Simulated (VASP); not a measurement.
Here is a VASP 6.6.1 calculation.

POSCAR

```
AlN
1.0
    3.1066945036      0.0000000000      0.0000000000
   -1.5533472518      2.6904763619      0.0000000000
    0.0000000000      0.0000000000      4.9785885494
Al N
2 2
Direct
    0.3333333333      0.6666666667     -0.0007956041
    0.6666666667      0.3333333333      0.4992043959
    0.3333333333      0.6666666667      0.3807956041
    0.6666666667      0.3333333333      0.8807956041
```

INCAR.step1

```
  PREC = Accurate
  ENCUT = 500
  EDIFF = 1E-8
  ISMEAR = 0
  SIGMA = 0.01
  LREAL = False
  LASPH = True
  NELM = 100
  ALGO = Normal
  LWAVE = True
  LCHARG = False
  GGA = PE
```

Contents of INCAR.step2:

```
  PREC = Accurate
  ENCUT = 500
  EDIFF = 1E-8
  ISMEAR = 0
  SIGMA = 0.01
  LREAL = False
  LASPH = True
  NELM = 1
  ALGO = Exact
  LWAVE = True
  LCHARG = False
  GGA = PE
  NBANDS = 75
  LOPTICS = True
  ISTART = 1
```

INCAR.step3

```
  PREC = Accurate
  ENCUT = 500
  EDIFF = 1E-8
  ISMEAR = 0
  SIGMA = 0.01
  LREAL = False
  LASPH = True
  ALGO = EVGW0
  LWAVE = False
  LCHARG = False
  GGA = PE
  NELMGW = 1
  NBANDS = 75
  ENCUTGW = 80.0
  NOMEGA = 96
  PRECFOCK = Fast
  ISTART = 1
  NBANDSGW = 16
  OMEGAMAX = 30
```

KPOINTS

```
regular mesh
0
Gamma
  6 6 4
```

Potentials or basis: VASP PAW PBE potentials, release 64 (Al_GW, N_GW).

Launch:

```console
$ cat potpaw_PBE.64/Al_GW/POTCAR potpaw_PBE.64/N_GW/POTCAR > POTCAR
$ cp INCAR.step1 INCAR
$ mpirun -np 1 vasp_std > vasp.out
$ cp INCAR.step2 INCAR
$ mpirun -np 1 vasp_std > vasp.out
$ cp INCAR.step3 INCAR
$ mpirun -np 1 vasp_std > vasp.out
```

(1) Estimate the quasiparticle gap.

(2) What does it give for the least direct quasiparticle gap?

(3) Predict the band gap of the starting levels on the mesh.

(4) What does it give for the least direct gap of the starting levels on the mesh?

## Answers

(1) 5.59 eV.

(2) 5.59 eV.

(3) 4.24 eV.

(4) 4.24 eV.

Caveat: the k points lie up to 0.39 Å⁻¹ apart; bands, screening cutoff and mesh are small and nothing is extrapolated, so the quasiparticle values aren't converged.
